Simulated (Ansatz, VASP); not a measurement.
## SnO2: VASP beside Ansatz

```xyz
6
Lattice="4.7205 0.0000 0.0000 0.0000 4.7205 0.0000 0.0000 0.0000 3.1886" Properties=species:S:1:pos:R:3 pbc="T T T"
Sn    0.0000    0.0000    0.0000
Sn    2.3603    2.3603    1.5943
O     1.4449    1.4449    0.0000
O     0.9154    3.8052    1.5943
O     3.2756    3.2756    0.0000
O     3.8052    0.9154    1.5943
```

Alike in both runs: functional LDA; k mesh 6 × 6 × 8; occupations gaussian, width 0.02 eV; no spin polarisation.

Ansatz relaxed the structure, and its values are those at the end. VASP's run is a single point on that final structure, the one shown.

|  | VASP | Ansatz |
| --- | --- | --- |
| version | VASP 6.6.1 | Ansatz 0.2.0 |
| potentials or method | VASP PAW LDA potentials, release 64 (Sn_d, O), cutoff 520 eV | scalar-relativistic, plane waves, PAW |
| valence electrons in the cell | 52 | 52 |

VASP gave:

```
gap on the k mesh at the Fermi level (eV) : 1.21
least direct gap on the mesh (eV)         : 1.21
pressure (GPa)                            : 1.4
rms of the force components (eV/Å)        : 0.014
```

Task: Estimate Ansatz's values.

Result: gap on the k mesh at the Fermi level (eV): 1.18; least direct gap on the mesh (eV): 1.18; pressure (GPa): 0.0; rms of the force components (eV/Å): 0.001.

Ansatz warns that its potentials were made for another functional, while VASP's fit it. LDA's correlation is that of Perdew and Zunger in VASP and of Perdew and Wang (1992) in Ansatz.
